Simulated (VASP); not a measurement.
Here is a VASP 6.6.1 calculation.

The input INCAR:

```
PREC = Accurate
ENCUT = 600
EDIFF = 1E-6
ISMEAR = 0
SIGMA = 0.01
LREAL = F
LASPH = T
NELM = 120
ALGO = Normal
ISIF = 2
LWAVE = F
LCHARG = F
NBANDS = 11
GGA_COMPAT = F
```

The input KPOINTS:

```
Automatic mesh
0
Gamma
  8 8 8
```

File POSCAR:

```
MgSe
1.0
    2.5582922138      2.5582922138      0.0000000000
   -2.5582922138      2.5582922138      0.0000000000
    0.0000000000      2.5582922138      2.5582922138
Mg Se
1 1
Direct
    0.0000000000      0.0000000000      0.0000000000
    0.5000000000      0.5000000000      0.0000000000
```

Potentials or basis: VASP PAW LDA potentials, release 64 (Mg, Se).

Launch:

```bash
$ cat potpaw_LDA.64/Mg/POTCAR potpaw_LDA.64/Se/POTCAR > POTCAR
$ mpirun -np 1 vasp_std > vasp.out
```

What does it give for the pressure?

14.8 GPa.

What does it give for the band gap on the k mesh?

1.96 eV, indirect (least direct gap 3.86 eV).

A k mesh can miss the band edges. Expect the measured gap to be larger: semilocal functionals such as LDA lack the derivative discontinuity.
